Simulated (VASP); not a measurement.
Runs of VASP 6.6.1 on Lu. The structure is that of space group P6_3/mmc (No. 194), or close to it. The cells are those of the table. 

```tsv
task	cell	k mesh	cutoff (eV)	gap on the mesh (eV)	pressure (GPa)
single point	a = 3.421, b = 3.421, c = 5.421 Å, angles 90.0, 90.0, 120.0°, 2 atoms	7 × 7 × 4	520	none	0.1
single point	a = 3.398, b = 3.398, c = 5.385 Å, angles 90.0, 90.0, 120.0°, 2 atoms	8 × 8 × 4	520	none	1.2
single point	a = 3.444, b = 3.444, c = 5.457 Å, angles 90.0, 90.0, 120.0°, 2 atoms	8 × 8 × 4	520	none	-0.7
single point	a = 3.421, b = 3.421, c = 5.421 Å, angles 90.0, 90.0, 120.0°, 2 atoms	8 × 8 × 4	520	none	(a)
relaxation of volume and atoms at fixed shape	relaxed from a = 3.503, b = 3.503, c = 5.551 Å, angles 90.0, 90.0, 120.0°, 2 atoms	7 × 7 × 4	600	none	0.0
```

Alike in all rows: level PBEsol; potentials or basis VASP PAW PBE potentials, release 64 (Lu); no spin polarisation; smearing methfessel-paxton 0.05 eV.

Q: Fill in the values left out.

A: (a) 0.2.

Caveats: the PAW data sets were made with another functional, which shifts forces and pressure a little; spin-orbit coupling is left out, which moves the levels of the heavy elements.

A k mesh can miss the band edges, and the runs leave out spin-orbit coupling on Lu.

A gap of «none» marks levels without a gap at the run's occupations.
